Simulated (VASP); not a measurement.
Ta: single point with PBEsol

Ta:

```
Ta
1.0
    -1.63477    1.63477    1.65128
     1.63477   -1.63477    1.65128
     1.63477    1.63477   -1.65128
Ta
1
Cartesian
  0.0000 0.0000 0.0000
```

This cell differs from its parent crystal: equal xx and yy strain of -1 %.

```
Program             : VASP 6.6.1
Task                : single point
Functional          : PBEsol
Potentials or basis : VASP PAW PBE potentials, release 64 (Ta_pv)
Cutoff              : 520 eV
k mesh              : 15 × 15 × 15
Occupations         : fermi-dirac, width 0.05 eV
Spin                : no spin polarisation
```

- Pressure: 0.2 GPa
- Band gap on the k mesh: zero (an odd number of electrons rules out a gap without spin polarisation)

Stress tensor (GPa, compression positive):
```
 0.59  0.00  0.00
 0.00  0.59  0.00
 0.00  0.00 -0.74
```

Levels at points of the mesh, in eV from the Fermi level:
```csv
k point,band 1,band 2,band 3,band 4,band 5,band 6,band 7,band 8,band 9,band 10
"(0.00, 0.00, 0.00)",-32.94,-32.94,-32.94,-8.01,0.68,0.68,0.81,3.97,4.15,14.73
```

Wall time 60 s on 1 thread of Intel Xeon 8259CL (shared host), peak memory 0.19 GiB.

Caveat: the cell differs from its parent crystal (equal xx and yy strain of -1 %); the PAW data sets were made with another functional, which shifts forces and pressure a little; spin-orbit coupling is left out, which moves the levels of the heavy elements.
